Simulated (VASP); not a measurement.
# Bi2Te3 (R-3m) in VASP: notebook

The runs below take Bi2Te3 through single point, with PBEsol.

All numbers are computed with VASP 6.6.1; they aren't measurements. Logs are shortened: lines on timing, memory, paths and dates and some standing lists are left out, and cuts for length are marked.

## 1. The cell of the first run

Symmetry: R-3m, No. 166, trigonal system. Conventional cell: a = 4.430 Å, b = 4.430 Å, c = 30.497 Å, α = 90.00°, β = 90.00°, γ = 120.00°. Bi (site symmetry 3m) has 6 Te at 3.10 to 3.27 Å within 4.1 Å. Within 4.6 Å of Te (site symmetry -3m) lie 6 Bi at 3.27 Å and 12 Te at 4.43 to 4.56 Å. Te (site symmetry 3m) has 3 Bi at 3.10 Å and 3 Te at 3.66 Å within 4.1 Å.

## 2. Single point, PBEsol (equal xx and yy strain of +1 %)

File INCAR:

```
SYSTEM = Bi2Te3
PREC     = Accurate       ! precision mode
ENCUT    = 520            ! plane-wave cutoff, eV
EDIFF    = 1E-6           ! SCF threshold, eV
ISMEAR   = -1             ! smearing method
SIGMA    = 0.08           ! smearing width, eV
LREAL    = .FALSE.        ! projectors in reciprocal space
LASPH    = .TRUE.         ! aspherical terms in the spheres
NELM     = 60             ! most SCF steps
ALGO     = Normal         ! electronic algorithm
ISIF     = 2              ! what is computed and relaxed
LWAVE    = .FALSE.        ! write WAVECAR
LCHARG   = .FALSE.        ! write CHGCAR
GGA      = PS             ! functional
NBANDS   = 32             ! bands
```

File KPOINTS:

```
Automatic mesh
0
G
  7 7 7
  0 0 0
```

File POSCAR:

```
Bi2Te3
1.0
    2.2149305640      1.2787907573     10.1656700000
   -2.2149305640      1.2787907573     10.1656700000
    0.0000000000     -2.5575815146     10.1656700000
Bi Te
2 3
Direct
    0.4000000000      0.4000000000      0.4000000000
    0.6000000000      0.6000000000      0.6000000000
    0.0000000000      0.0000000000      0.0000000000
    0.2095000000      0.2095000000      0.2095000000
    0.7905000000      0.7905000000      0.7905000000
```

Potentials or basis: VASP PAW PBE potentials, release 64 (Bi_d, Te).

Command:

```
$ cat potpaw_PBE.64/Bi_d/POTCAR potpaw_PBE.64/Te/POTCAR > POTCAR
$ mpirun -np 1 vasp_std > vasp.out
```

OUTCAR:

```text
SYSTEM = Bi2Te3
   PREC = Accurate
   ENCUT = 520
   EDIFF = 1E-6
   ISMEAR = -1
   LREAL = .FALSE.
   LASPH = .TRUE.
   NELM = 60
   ISIF = 2
   GGA = PS

 ion  position               nearest neighbor table
   1  0.400  0.400  0.400-   5 3.10   5 3.10   5 3.10   3 3.27   3 3.27   3 3.27
   2  0.600  0.600  0.600-   4 3.10   4 3.10   4 3.10   3 3.27   3 3.27   3 3.27
   3  0.000  0.000  0.000-   2 3.27   1 3.27   2 3.27   2 3.27   1 3.27   1 3.27
   4  0.209  0.209  0.209-   2 3.10   2 3.10   2 3.10   5 3.66   5 3.66   5 3.66
   5  0.791  0.791  0.791-   1 3.10   1 3.10   1 3.10   4 3.66   4 3.66   4 3.66

  LATTYP: Found a trigonal (rhomboedric) cell.
 ALAT       =    10.4824648701
 COS(alpha) =     0.9107057700

  Lattice vectors:

 A1 = (   2.2149305640,   1.2787907573,  10.1656700000)
 A2 = (  -2.2149305640,   1.2787907573,  10.1656700000)
 A3 = (   0.0000000000,  -2.5575815146,  10.1656700000)

Analysis of symmetry for initial positions (statically):
=====================================================================
 Subroutine PRICEL returns:
 Original cell was already a primitive cell.

 Routine SETGRP: Setting up the symmetry group for a
 trigonal (rhombohedral) supercell.

 Subroutine GETGRP returns: Found 12 space group operations
 (whereof 12 operations were pure point group operations)
 out of a pool of 12 trial point group operations.

The static configuration has the point symmetry D_3d.

Analysis of symmetry for dynamics (positions and initial velocities):
=====================================================================
 Subroutine PRICEL returns:
 Original cell was already a primitive cell.

 Routine SETGRP: Setting up the symmetry group for a
 trigonal (rhombohedral) supercell.

 Subroutine GETGRP returns: Found 12 space group operations
 (whereof 12 operations were pure point group operations)
 out of a pool of 12 trial point group operations.

The dynamic configuration has the point symmetry D_3d.

 Subroutine INISYM returns: Found 12 space group operations
 (whereof 12 operations are pure point group operations),
 and found     1 'primitive' translations

----------------------------------------------------------------------------------------

                                     Primitive cell

  volume of cell :     172.7615

  direct lattice vectors                    reciprocal lattice vectors
     2.214930564  1.278790757 10.165670000     0.225740711  0.130331460  0.032790100
    -2.214930564  1.278790757 10.165670000    -0.225740711  0.130331460  0.032790100
     0.000000000 -2.557581515 10.165670000     0.000000000 -0.260662920  0.032790100

  length of vectors
    10.482464870 10.482464870 10.482464870     0.262717241  0.262717241  0.262717241

  position of ions in fractional coordinates (direct lattice)
     0.400000000  0.400000000  0.400000000
     0.600000000  0.600000000  0.600000000
     0.000000000  0.000000000  0.000000000
     0.209500000  0.209500000  0.209500000
     0.790500000  0.790500000  0.790500000

  ion indices of the primitive-cell ions
   primitive index   ion index
                 1           1
                 2           2
                 3           3
                 4           4
                 5           5

----------------------------------------------------------------------------------------

 KPOINTS: Automatic mesh

Automatic generation of k-mesh.
 Grid dimensions read from file:
 generate k-points for:    7    7    7

 Generating k-lattice:

  Cartesian coordinates                     Fractional coordinates (reciprocal lattice)
     0.032248673  0.018618780  0.004684300     0.142857143 -0.000000000 -0.000000000
    -0.032248673  0.018618780  0.004684300    -0.000000000  0.142857143 -0.000000000
     0.000000000 -0.037237560  0.004684300    -0.000000000 -0.000000000  0.142857143

  Length of vectors
     0.037531034  0.037531034  0.037531034

  Shift w.r.t. Gamma in fractional coordinates (k-lattice)
     0.000000000  0.000000000  0.000000000

 Subroutine IBZKPT returns following result:
 ===========================================

 Found     44 irreducible k-points:

 Following reciprocal coordinates:
            Coordinates               Weight
  0.000000  0.000000  0.000000      1.000000
  0.142857  0.000000  0.000000      6.000000
  0.285714  0.000000 -0.000000      6.000000
  0.428571  0.000000 -0.000000      6.000000
  0.142857  0.142857 -0.000000      6.000000
  0.285714  0.142857  0.000000     12.000000
[... 16 lines left out ...]
  0.285714  0.285714  0.142857      6.000000
  0.428571  0.285714  0.142857     12.000000
 [... further k-points ...]
   k-points           NKPTS =     44   k-points in BZ     NKDIM =     44   number of bands    NBANDS=     32
   number of dos      NEDOS =    301   number of ions     NIONS =      5
   total plane-waves  NPLWV = 512000
   dimension x,y,z NGX =    80 NGY =   80 NGZ =   80
   dimension x,y,z NGXF=   160 NGYF=  160 NGZF=  160
   ions per type =               2   3
   NGX,Y,Z   is equivalent  to a cutoff of  12.69, 12.69, 12.69 a.u.
   NGXF,Y,Z  is equivalent  to a cutoff of  25.38, 25.38, 25.38 a.u.
 SYSTEM =  Bi2Te3
   PREC   = accura    normal or accurate (medium, high low for compatibility)
   ISTART =      0    job   : 0-new  1-cont  2-samecut
   ICHARG =      2    charge: 1-file 2-atom 10-const
   ISPIN  =      1    spin polarized calculation?
   LNONCOLLINEAR =      F non collinear calculations
   LSORBIT =      F    spin-orbit coupling
   LASPH  =      T    aspherical Exc in radial PAW
   ENCUT  =  520.0 eV  38.22 Ry    6.18 a.u.  19.49 19.49 19.49*2*pi/ulx,y,z
   NELM   =     60;   NELMIN=  2; NELMDL= -5     # of ELM steps
   EDIFF  = 0.1E-05   stopping-criterion for ELM
   LREAL  =      F    real-space projection
   EDIFFG = 0.1E-04   stopping-criterion for IOM
   NSW    =      0    number of steps for IOM
   IBRION =     -1    ionic relax: 0-MD 1-quasi-New 2-CG
   NFREE  =      0    steps in history (QN), initial steepest desc. (CG)
   ISIF   =      2    stress and relaxation
   ISYM   =      2    0-nonsym 1-usesym 2-fastsym
   POTIM  = 0.5000    time-step for ionic-motion
   TEBEG  =    0.0;   TEEND  =   0.0 temperature during run
   PSTRESS=    0.0 pullay stress
   NELECT =      48.0000    total number of electrons
   NUPDOWN=      -1.0000    fix difference up-down
   EMIN   =  10.00;   EMAX   =-10.00  energy-range for DOS
   EFERMI =   0.00;   METHOD = LEGACY
   ISMEAR =    -1;   SIGMA  =   0.08  broadening in eV -4-tet -1-fermi 0-gaus
   EFERMI_NEDOS =   21; number of points for ismear=-14 and -15
   IALGO  =     38    algorithm
   IMIX   =      4    mixing-type and parameters
     AMIX     =   0.40;   BMIX     =  1.00
     AMIX_MAG =   1.60;   BMIX_MAG =  1.00
  volume/ion in A,a.u.               =      34.55       233.17
  Fermi-wavevector in a.u.,A,eV,Ry     =   1.068250  2.018700 15.526402  1.141158
  Thomas-Fermi vector in A             =   2.203892
   LORBIT       =      0    0 simple, 1 ext, 2 COOP (PROOUT), +10 PAW based schemes
   GGA     = PS    functional components
   LHFCALC =     F    Hartree Fock is set to
   AEXX    =    0.0000 exact exchange contribution
   IVDW    =     0    specifies the selected vdW correction
   LEPSILON=     F    determine dielectric tensor
   LRPA    =     F    only Hartree local field effects (RPA)
 non-spin polarized calculation
  energy-cutoff  :      520.00
  volume of cell :      172.76
 maximum number of plane-waves:      4679
 NGX is ok and might be reduce to    80
   NGX = 39   NGY = 39   NGZ = 39

 number of electron      48.0000003 magnetization

 Free energy of the ion-electron system (eV)
  ---------------------------------------------------
  ext. energy  EPLUGINS =         0.00000000
  ---------------------------------------------------
  free energy    TOTEN  =       -20.27258336 eV

  energy without entropy =      -20.27072263  energy(sigma->0) =      -20.27165299

 E-fermi :   5.9115     XC(G=0):  -9.4039

 val. band max:        5.7812795131   @ k =   0.0000   0.0000   0.0000
 cond. band min:       5.9922923194   @ k =   0.0000   0.0000   0.0000
 fundamental gap:      0.2110128063
 Fermi energy:         5.9115442407

 k-point     1 :       0.0000    0.0000    0.0000
  band No.  band energies     occupation
      1     -17.2747      2.00000
      2     -17.2747      2.00000
      3     -17.2733      2.00000
      4     -17.2733      2.00000
      5     -17.2672      2.00000
      6     -17.2660      2.00000
[... 24 lines left out ...]
     31      10.6469      0.00000
     32      11.0892      0.00000

 k-point     2 :       0.1429    0.0000    0.0000
  band No.  band energies     occupation
      1     -17.2761      2.00000
      2     -17.2745      2.00000
      3     -17.2729      2.00000
      4     -17.2715      2.00000
      5     -17.2662      2.00000
      6     -17.2651      2.00000
[... 24 lines left out ...]
     31      10.0841      0.00000
     32      10.7235      0.00000

 k-point     3 :       0.2857    0.0000   -0.0000
  band No.  band energies     occupation
      1     -17.2800      2.00000
      2     -17.2779      2.00000
      3     -17.2704      2.00000
      4     -17.2687      2.00000
      5     -17.2673      2.00000
      6     -17.2652      2.00000
[... 24 lines left out ...]
     31       9.7989      0.00000
     32      11.2492      0.00000

 k-point     4 :       0.4286    0.0000   -0.0000
  band No.  band energies     occupation
      1     -17.2834      2.00000
      2     -17.2809      2.00000
      3     -17.2700      2.00000
      4     -17.2687      2.00000
      5     -17.2676      2.00000
      6     -17.2665      2.00000
[... 654 lines left out ...]
     31       9.5057      0.00000
     32      11.3861      0.00000

 k-point    23 :       0.2857    0.2857    0.1429
  band No.  band energies     occupation
      1     -17.2761      2.00000
      2     -17.2745      2.00000
      3     -17.2729      2.00000
      4     -17.2716      2.00000
      5     -17.2661      2.00000
      6     -17.2651      2.00000
[... 24 lines left out ...]
     31      10.3868      0.00000
     32      10.6839      0.00000

 k-point    24 :       0.4286    0.2857    0.1429
  band No.  band energies     occupation
      1     -17.2778      2.00000
      2     -17.2764      2.00000
      3     -17.2709      2.00000
      4     -17.2708      2.00000
      5     -17.2655      2.00000
      6     -17.2653      2.00000
[... 24 lines left out ...]
     31      10.2106      0.00000
     32      10.2523      0.00000

 [... further k-points ...]

------------------------ aborting loop because EDIFF is reached ----------------------------------------

  FORCE on cell =-STRESS in cart. coord.  units (eV):
  Direction    XX          YY          ZZ          XY          YZ          ZX
  --------------------------------------------------------------------------------------
  -------------------------------------------------------------------------------------
  Total       -1.6399854     -1.6399854     -1.6891542      0.0000000     -0.0000000      0.0000000
  in kB      -15.2091062    -15.2091062    -15.6650943      0.0000000     -0.0000000      0.0000000
  external PRESSURE =     -15.3611022 kB  Pullay stress =       0.0000000 kB

 VOLUME and BASIS-vectors are now :
 -----------------------------------------------------------------------------
  energy-cutoff  :      520.00
  volume of cell :      172.76
      direct lattice vectors                 reciprocal lattice vectors
     2.214930564  1.278790757 10.165670000     0.225740711  0.130331460  0.032790100
    -2.214930564  1.278790757 10.165670000    -0.225740711  0.130331460  0.032790100
     0.000000000 -2.557581515 10.165670000     0.000000000 -0.260662920  0.032790100

 POSITION                                       TOTAL-FORCE (eV/Angst)
 -----------------------------------------------------------------------------------
      0.00000      0.00000     12.19880         0.000000      0.000000      0.082587
      0.00000      0.00000     18.29821         0.000000     -0.000000     -0.082587
      0.00000      0.00000      0.00000         0.000000     -0.000000     -0.000000
      0.00000      0.00000      6.38912         0.000000      0.000000      0.191810
      0.00000      0.00000     24.10789         0.000000     -0.000000     -0.191810
 -----------------------------------------------------------------------------------
    total drift:                               -0.000000     -0.000000     -0.000000

  FREE ENERGIE OF THE ION-ELECTRON SYSTEM (eV)
  ---------------------------------------------------
  free  energy   TOTEN  =       -20.2725833632 eV

  energy  without entropy=      -20.2707226257  energy(sigma->0) =      -20.27165299
```

Wall time 16 min (1 thread of AMD EPYC 9R45 (Zen 5), shared host); peak memory 0.97 GiB.

Results:

| Item | Value |
| --- | --- |
| Free energy | -20.2726 eV |
| Pressure | -1.5 GPa |
| Largest force | 0.192 eV/Å |
| Band gap on the k mesh | 0.21 eV |

Forces on the atoms (eV/Å):
```
Bi   0.000  0.000  0.083
Bi   0.000  0.000 -0.083
Te   0.000  0.000  0.000
Te   0.000  0.000  0.192
Te   0.000  0.000 -0.192
```

Caveat: the cell differs from its parent crystal (equal xx and yy strain of +1 %); the PAW data sets were made with another functional, which shifts forces and pressure a little; spin-orbit coupling is left out, which moves the levels of the heavy elements. A k mesh can miss the band edges.

## 3. Single point, PBEsol (equal xx and yy strain of +3 %)

File INCAR:

```
SYSTEM = Bi2Te3
PREC = Accurate
ENCUT = 520
EDIFF = 1E-7
ISMEAR = -1
SIGMA = 0.08
LREAL = .False.
LASPH = .True.
NELM = 60
ALGO = Normal
ISIF = 2
LWAVE = .False.
LCHARG = .False.
GGA = PS
NBANDS = 32
```

File KPOINTS:

```
Automatic mesh
0
Gamma
  7 7 7
  0 0 0
```

POSCAR: that of step 2 with these lines changed.

```diff
@@ -2,5 +2,5 @@
 1.0
-    2.2149305640      1.2787907573     10.1656700000
-   -2.2149305640      1.2787907573     10.1656700000
-    0.0000000000     -2.5575815146     10.1656700000
+    2.2587905752      1.3041133466     10.1656700000
+   -2.2587905752      1.3041133466     10.1656700000
+    0.0000000000     -2.6082266932     10.1656700000
 Bi Te
```

Potentials or basis: VASP PAW PBE potentials, release 64 (Bi_d, Te).

Command:

```
$ cat potpaw_PBE.64/Bi_d/POTCAR potpaw_PBE.64/Te/POTCAR > POTCAR
$ mpirun -np 1 vasp_std > vasp.out
```

Wall time 14 min (1 thread of AMD EPYC 9R45 (Zen 5), shared host); peak memory 0.98 GiB.

It converged, with:

```
Free energy            : -20.1685 eV
Pressure               : -3.2 GPa
Largest force          : 0.359 eV/Å
Band gap on the k mesh : 0.18 eV
```

Forces on the atoms (eV/Å):
```
Bi   0.000  0.000  0.165
Bi   0.000  0.000 -0.165
Te   0.000  0.000  0.000
Te   0.000  0.000  0.359
Te   0.000  0.000 -0.359
```

Stress tensor (GPa, compression positive):
```
-3.31  0.00  0.00
 0.00 -3.31  0.00
 0.00  0.00 -2.85
```

Levels at points of the mesh, in eV from the valence-band top:
```csv
k point,band 21,band 22,band 23,band 24,band 25,band 26,band 27,band 28
"(0.00, 0.00, 0.00)",-1.56,-0.74,-0.74,0.00,0.18,0.69,0.69,1.93
```

Caveat: the cell differs from its parent crystal (equal xx and yy strain of +3 %); the cell stands under tension; the PAW data sets were made with another functional, which shifts forces and pressure a little; spin-orbit coupling is left out, which moves the levels of the heavy elements. A k mesh can miss the band edges.
